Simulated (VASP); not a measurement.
# TiO2 (P4_2/mnm) in VASP: settings compared

Aim: see how the results for TiO2 move with the level of theory and the settings. Levels: PBE, PBEsol+D4, BLYP+D3(BJ). Tasks: single point.

Everything below comes from runs of VASP 6.6.1. Logs are shortened: lines on timing, memory, paths and dates and some standing lists are left out, and cuts for length are marked.

### 1 The cell of the first run

It takes space group P4_2/mnm (No. 136, tetragonal). The conventional cell has a = 4.538 Å, b = 4.538 Å, c = 2.919 Å, α = 90.00°, β = 90.00°, γ = 90.00°. Within 2.6 Å of Ti (site symmetry mmm) lie 6 O at 1.93 to 1.95 Å. Within 2.6 Å of O (site symmetry m2m) lie 3 Ti at 1.93 to 1.95 Å and 1 O at 2.51 Å.

### 2 Single point, PBE

INCAR

```
SYSTEM = TiO2
ALGO = Normal
EDIFF = 1E-7
ENCUT = 520
GGA = PE
ISIF = 2
ISMEAR = -1
LASPH = .True.
LCHARG = .False.
LREAL = .False.
LWAVE = .False.
NBANDS = 33
NELM = 100
PREC = Accurate
SIGMA = 0.05
```

KPOINTS

```
k-points
0
Gamma
  6 6 9
  0 0 0
```

POSCAR

```
TiO2
1.0
    4.5376697393      0.0000000000      0.0000000000
    0.0000000000      4.5376697393      0.0000000000
    0.0000000000      0.0000000000      2.9192192849
Ti O
2 4
Direct
    0.0000000000      0.0000000000      0.5000000000
    0.5000000000      0.5000000000      0.0000000000
    0.3043213200      0.3043213200      0.5000000000
    0.1956786800      0.8043213200      0.0000000000
    0.8043213200      0.1956786800      0.0000000000
    0.6956786800      0.6956786800      0.5000000000
```

Potentials or basis: VASP PAW PBE potentials, release 64 (Ti_sv, O).

Command:

```
$ cat potpaw_PBE.64/Ti_sv/POTCAR potpaw_PBE.64/O/POTCAR > POTCAR
$ mpirun -np 1 vasp_std > vasp.out
```

OUTCAR:

```text
SYSTEM = TiO2
   EDIFF = 1E-7
   ENCUT = 520
   GGA = PE
   ISIF = 2
   ISMEAR = -1
   LASPH = .True.
   LREAL = .False.
   NELM = 100
   PREC = Accurate

 ion  position               nearest neighbor table
   1  0.000  0.000  0.500-   4 1.93   5 1.93   4 1.93   5 1.93   3 1.95   6 1.95
   2  0.500  0.500  0.000-   3 1.93   6 1.93   3 1.93   6 1.93   5 1.95   4 1.95
   3  0.304  0.304  0.500-   2 1.93   2 1.93   1 1.95
   4  0.196  0.804  0.000-   1 1.93   1 1.93   2 1.95
   5  0.804  0.196  0.000-   1 1.93   1 1.93   2 1.95
   6  0.696  0.696  0.500-   2 1.93   2 1.93   1 1.95

  LATTYP: Found a simple tetragonal cell.
 ALAT       =     4.5376697393
 C/A-ratio  =     0.6433300466

  Lattice vectors:

 A1 = (   4.5376697393,   0.0000000000,   0.0000000000)
 A2 = (   0.0000000000,   4.5376697393,   0.0000000000)
 A3 = (   0.0000000000,   0.0000000000,   2.9192192849)

Analysis of symmetry for initial positions (statically):
=====================================================================
 Subroutine PRICEL returns:
 Original cell was already a primitive cell.

 Routine SETGRP: Setting up the symmetry group for a
 simple tetragonal supercell.

 Subroutine GETGRP returns: Found 16 space group operations
 (whereof  8 operations were pure point group operations)
 out of a pool of 16 trial point group operations.

The static configuration has the point symmetry D_2h.
 The point group associated with its full space group is D_4h.

Analysis of symmetry for dynamics (positions and initial velocities):
=====================================================================
 Subroutine PRICEL returns:
 Original cell was already a primitive cell.

 Routine SETGRP: Setting up the symmetry group for a
 simple tetragonal supercell.

 Subroutine GETGRP returns: Found 16 space group operations
 (whereof  8 operations were pure point group operations)
 out of a pool of 16 trial point group operations.

The dynamic configuration has the point symmetry D_2h.
 The point group associated with its full space group is D_4h.

 Subroutine INISYM returns: Found 16 space group operations
 (whereof  8 operations are pure point group operations),
 and found     1 'primitive' translations

----------------------------------------------------------------------------------------

                                     Primitive cell

  volume of cell :      60.1080

  direct lattice vectors                    reciprocal lattice vectors
     4.537669739  0.000000000  0.000000000     0.220377431  0.000000000  0.000000000
     0.000000000  4.537669739  0.000000000     0.000000000  0.220377431  0.000000000
     0.000000000  0.000000000  2.919219285     0.000000000  0.000000000  0.342557342

  length of vectors
     4.537669739  4.537669739  2.919219285     0.220377431  0.220377431  0.342557342

  position of ions in fractional coordinates (direct lattice)
     0.000000000  0.000000000  0.500000000
     0.500000000  0.500000000  0.000000000
     0.304321320  0.304321320  0.500000000
     0.195678680  0.804321320  0.000000000
     0.804321320  0.195678680  0.000000000
     0.695678680  0.695678680  0.500000000

  ion indices of the primitive-cell ions
   primitive index   ion index
                 1           1
                 2           2
                 3           3
                 4           4
                 5           5
                 6           6

----------------------------------------------------------------------------------------

 KPOINTS: k-points

Automatic generation of k-mesh.
 Grid dimensions read from file:
 generate k-points for:    6    6    9

 Generating k-lattice:

  Cartesian coordinates                     Fractional coordinates (reciprocal lattice)
     0.036729572  0.000000000  0.000000000     0.166666667  0.000000000  0.000000000
     0.000000000  0.036729572  0.000000000     0.000000000  0.166666667  0.000000000
     0.000000000  0.000000000  0.038061927     0.000000000  0.000000000  0.111111111

  Length of vectors
     0.036729572  0.036729572  0.038061927

  Shift w.r.t. Gamma in fractional coordinates (k-lattice)
     0.000000000  0.000000000  0.000000000

 Subroutine IBZKPT returns following result:
 ===========================================

 Found     50 irreducible k-points:

 Following reciprocal coordinates:
            Coordinates               Weight
  0.000000  0.000000  0.000000      1.000000
  0.166667  0.000000  0.000000      4.000000
  0.333333  0.000000  0.000000      4.000000
  0.500000  0.000000  0.000000      2.000000
  0.166667  0.166667  0.000000      4.000000
  0.333333  0.166667  0.000000      8.000000
[... 16 lines left out ...]
  0.333333  0.000000  0.222222      8.000000
  0.500000  0.000000  0.222222      4.000000
 [... further k-points ...]
   k-points           NKPTS =     50   k-points in BZ     NKDIM =     50   number of bands    NBANDS=     33
   number of dos      NEDOS =    301   number of ions     NIONS =      6
   total plane-waves  NPLWV =  31104
   dimension x,y,z NGX =    36 NGY =   36 NGZ =   24
   dimension x,y,z NGXF=    72 NGYF=   72 NGZF=   48
   ions per type =               2   4
   NGX,Y,Z   is equivalent  to a cutoff of  13.19, 13.19, 13.67 a.u.
   NGXF,Y,Z  is equivalent  to a cutoff of  26.38, 26.38, 27.34 a.u.
 SYSTEM =  TiO2
   PREC   = accura    normal or accurate (medium, high low for compatibility)
   ISTART =      0    job   : 0-new  1-cont  2-samecut
   ICHARG =      2    charge: 1-file 2-atom 10-const
   ISPIN  =      1    spin polarized calculation?
   LNONCOLLINEAR =      F non collinear calculations
   LSORBIT =      F    spin-orbit coupling
   LASPH  =      T    aspherical Exc in radial PAW
   ENCUT  =  520.0 eV  38.22 Ry    6.18 a.u.   8.44  8.44  5.43*2*pi/ulx,y,z
   NELM   =    100;   NELMIN=  2; NELMDL= -5     # of ELM steps
   EDIFF  = 0.1E-06   stopping-criterion for ELM
   LREAL  =      F    real-space projection
   EDIFFG = 0.1E-05   stopping-criterion for IOM
   NSW    =      0    number of steps for IOM
   IBRION =     -1    ionic relax: 0-MD 1-quasi-New 2-CG
   NFREE  =      0    steps in history (QN), initial steepest desc. (CG)
   ISIF   =      2    stress and relaxation
   ISYM   =      2    0-nonsym 1-usesym 2-fastsym
   POTIM  = 0.5000    time-step for ionic-motion
   TEBEG  =    0.0;   TEEND  =   0.0 temperature during run
   PSTRESS=    0.0 pullay stress
   NELECT =      48.0000    total number of electrons
   NUPDOWN=      -1.0000    fix difference up-down
   EMIN   =  10.00;   EMAX   =-10.00  energy-range for DOS
   EFERMI =   0.00;   METHOD = LEGACY
   ISMEAR =    -1;   SIGMA  =   0.05  broadening in eV -4-tet -1-fermi 0-gaus
   EFERMI_NEDOS =   21; number of points for ismear=-14 and -15
   IALGO  =     38    algorithm
   IMIX   =      4    mixing-type and parameters
     AMIX     =   0.40;   BMIX     =  1.00
     AMIX_MAG =   1.60;   BMIX_MAG =  1.00
  volume/ion in A,a.u.               =      10.02        67.60
  Fermi-wavevector in a.u.,A,eV,Ry     =   1.518837  2.870185 31.386803  2.306865
  Thomas-Fermi vector in A             =   2.627904
   LORBIT       =      0    0 simple, 1 ext, 2 COOP (PROOUT), +10 PAW based schemes
   GGA     = PE    functional components
   LHFCALC =     F    Hartree Fock is set to
   AEXX    =    0.0000 exact exchange contribution
   IVDW    =     0    specifies the selected vdW correction
   LEPSILON=     F    determine dielectric tensor
   LRPA    =     F    only Hartree local field effects (RPA)
 non-spin polarized calculation
  energy-cutoff  :      520.00
  volume of cell :       60.11
 maximum number of plane-waves:      1640
 NGX is ok and might be reduce to    36
   NGX = 17   NGY = 17   NGZ = 11

 number of electron      48.0000003 magnetization

 Free energy of the ion-electron system (eV)
  ---------------------------------------------------
  ext. energy  EPLUGINS =         0.00000000
  ---------------------------------------------------
  free energy    TOTEN  =       -53.48804980 eV

  energy without entropy =      -53.48804980  energy(sigma->0) =      -53.48804980

 E-fermi :   6.2018     XC(G=0): -11.6167

 val. band max:        5.2549326316   @ k =   0.0000   0.0000   0.0000
 cond. band min:       7.1930305866   @ k =   0.0000   0.0000   0.0000
 fundamental gap:      1.9380979550
 Fermi energy:         6.2017554222

 k-point     1 :       0.0000    0.0000    0.0000
  band No.  band energies     occupation
      1     -51.5418      2.00000
      2     -51.5207      2.00000
      3     -27.8904      2.00000
      4     -27.8904      2.00000
      5     -27.6963      2.00000
      6     -27.6963      2.00000
[... 25 lines left out ...]
     32      12.1835      0.00000
     33      12.1835      0.00000

 k-point     2 :       0.1667    0.0000    0.0000
  band No.  band energies     occupation
      1     -51.5403      2.00000
      2     -51.5221      2.00000
      3     -27.8798      2.00000
      4     -27.8787      2.00000
      5     -27.7093      2.00000
      6     -27.7082      2.00000
[... 25 lines left out ...]
     32      12.0818      0.00000
     33      12.1032      0.00000

 k-point     3 :       0.3333    0.0000    0.0000
  band No.  band energies     occupation
      1     -51.5365      2.00000
      2     -51.5259      2.00000
      3     -27.8513      2.00000
      4     -27.8484      2.00000
      5     -27.7424      2.00000
      6     -27.7394      2.00000
[... 25 lines left out ...]
     32      11.8776      0.00000
     33      11.9190      0.00000

 k-point     4 :       0.5000    0.0000    0.0000
  band No.  band energies     occupation
      1     -51.5312      2.00000
      2     -51.5312      2.00000
      3     -27.8248      2.00000
      4     -27.8248      2.00000
      5     -27.7673      2.00000
      6     -27.7673      2.00000
[... 25 lines left out ...]
     32      11.6831      0.00000
     33      11.7937      0.00000

 k-point     5 :       0.1667    0.1667    0.0000
  band No.  band energies     occupation
      1     -51.5391      2.00000
      2     -51.5233      2.00000
      3     -27.8942      2.00000
      4     -27.8468      2.00000
      5     -27.7432      2.00000
      6     -27.6939      2.00000
[... 604 lines left out ...]
 k-point    22 :       0.1667    0.0000    0.2222
  band No.  band energies     occupation
      1     -51.5184      2.00000
      2     -51.5044      2.00000
      3     -27.8699      2.00000
      4     -27.8422      2.00000
      5     -27.8185      2.00000
      6     -27.8125      2.00000
[... 25 lines left out ...]
     32      11.3866      0.00000
     33      11.6369      0.00000

 k-point    23 :       0.3333    0.0000    0.2222
  band No.  band energies     occupation
      1     -51.5154      2.00000
      2     -51.5073      2.00000
      3     -27.8759      2.00000
      4     -27.8565      2.00000
      5     -27.7950      2.00000
      6     -27.7820      2.00000
[... 25 lines left out ...]
     32      10.9584      0.00000
     33      11.7082      0.00000

 k-point    24 :       0.5000    0.0000    0.2222
  band No.  band energies     occupation
      1     -51.5114      2.00000
      2     -51.5114      2.00000
      3     -27.8701      2.00000
      4     -27.8701      2.00000
      5     -27.7706      2.00000
      6     -27.7706      2.00000
[... 25 lines left out ...]
     32      10.7807      0.00000
     33      12.1454      0.00000

 [... further k-points ...]
[... 5 lines left out ...]
  --------------------------------------------------------------------------------------
  -------------------------------------------------------------------------------------
  Total        5.7063370      5.7063370      6.5247347      0.0000000      0.0000000      0.0000000
  in kB      152.1022057    152.1022057    173.9165671      0.0000000      0.0000000      0.0000000
  external PRESSURE =     159.3736595 kB  Pullay stress =       0.0000000 kB

 VOLUME and BASIS-vectors are now :
 -----------------------------------------------------------------------------
  energy-cutoff  :      520.00
  volume of cell :       60.11
      direct lattice vectors                 reciprocal lattice vectors
     4.537669739  0.000000000  0.000000000     0.220377431  0.000000000  0.000000000
     0.000000000  4.537669739  0.000000000     0.000000000  0.220377431  0.000000000
     0.000000000  0.000000000  2.919219285     0.000000000  0.000000000  0.342557342

 POSITION                                       TOTAL-FORCE (eV/Angst)
 -----------------------------------------------------------------------------------
      0.00000      0.00000      1.45961         0.000000      0.000000      0.000000
      2.26883      2.26883      0.00000         0.000000      0.000000      0.000000
      1.38091      1.38091      1.45961        -0.158686     -0.158686     -0.000000
      0.88793      3.64974      0.00000         0.158686     -0.158686     -0.000000
      3.64974      0.88793      0.00000        -0.158686      0.158686      0.000000
      3.15676      3.15676      1.45961         0.158686      0.158686      0.000000
 -----------------------------------------------------------------------------------
    total drift:                                0.000000      0.000000      0.000000

  FREE ENERGIE OF THE ION-ELECTRON SYSTEM (eV)
  ---------------------------------------------------
  free  energy   TOTEN  =       -53.4880497998 eV

  energy  without entropy=      -53.4880497996  energy(sigma->0) =      -53.48804980
```

It took 92 s on 1 thread of Intel Xeon Platinum 8259CL at 2.50GHz (Skylake/Cascade Lake), shared host; peak memory 0.22 GiB.

What came out:

- Free energy: -53.4880 eV
- Pressure: 15.9 GPa
- Largest force: 0.224 eV/Å
- Band gap on the k mesh: 1.94 eV, direct

Forces on the atoms (eV/Å):
```
Ti   0.000  0.000  0.000
Ti   0.000  0.000  0.000
O   -0.159 -0.159  0.000
O    0.159 -0.159  0.000
O   -0.159  0.159  0.000
O    0.159  0.159  0.000
```

Stress tensor (GPa, compression positive):
```
15.21  0.00  0.00
 0.00 15.21  0.00
 0.00  0.00 17.39
```

A k mesh can miss the band edges.

### 3 Single point, PBEsol+D4

This run uses another cell than the first one, of 10.22 Å³/atom, 1.020 times its volume.

INCAR

```
  PREC = Accurate
  ENCUT = 520
  EDIFF = 1E-6
  ISMEAR = -1
  SIGMA = 0.05
  LREAL = F
  LASPH = T
  NELM = 100
  ALGO = Normal
  ISIF = 2
  LWAVE = F
  LCHARG = F
  GGA = PS
  IVDW = 13
  NBANDS = 33
```

KPOINTS

```
regular mesh
0
Gamma
  6 6 9
```

POSCAR

```
TiO2
1.0
    4.5723618106      0.0000000000      0.0000000000
    0.0000000000      4.5723618106      0.0000000000
    0.0000000000      0.0000000000      2.9335761762
Ti O
2 4
Direct
    0.0000000000      0.0000000000      0.5000000000
    0.5000000000      0.5000000000      0.0000000000
    0.3041939880      0.3041939880      0.5000000000
    0.1958060120      0.8041939880      0.0000000000
    0.8041939880      0.1958060120      0.0000000000
    0.6958060120      0.6958060120      0.5000000000
```

Potentials or basis: VASP PAW PBE potentials, release 64 (Ti_sv, O).

Command:

```
$ cat potpaw_PBE.64/Ti_sv/POTCAR potpaw_PBE.64/O/POTCAR > POTCAR
$ mpirun -np 1 vasp_std > vasp.out
```

It took 83 s on 1 thread of Intel Xeon Platinum 8259CL at 2.50GHz (Skylake/Cascade Lake), shared host; peak memory 0.22 GiB.

It converged, with:

| Quantity | Value |
| --- | --- |
| Free energy | -56.8026 eV |
| Pressure | 0.7 GPa |
| Largest force | 0.024 eV/Å |
| Band gap on the k mesh | 1.85 eV, direct |
| Dispersion energy per atom | -0.119 eV |

Forces in eV/Å, atoms in the order of the input:
```
Ti   0.000  0.000  0.000
Ti   0.000  0.000  0.000
O   -0.017 -0.017  0.000
O    0.017 -0.017  0.000
O   -0.017  0.017  0.000
O    0.017  0.017  0.000
```

Stress tensor (GPa, compression positive):
```
0.62 0.00 0.00
0.00 0.62 0.00
0.00 0.00 0.90
```

Levels at points of the mesh, in eV from the valence-band top:
```csv
k point,band 22,band 23,band 24,band 25,band 26,band 27
"(0.00, 0.00, 0.00)",-0.46,-0.46,0.00,1.85,2.14,2.43
"(0.50, 0.00, 0.00)",-1.67,-0.77,-0.77,2.55,2.55,3.08
"(0.50, 0.50, 0.00)",-1.31,-1.10,-1.10,1.89,1.89,2.55
```

Caveat: the PAW data sets were made with another functional, which shifts forces and pressure a little.

(Continued in part 2 of 2.)
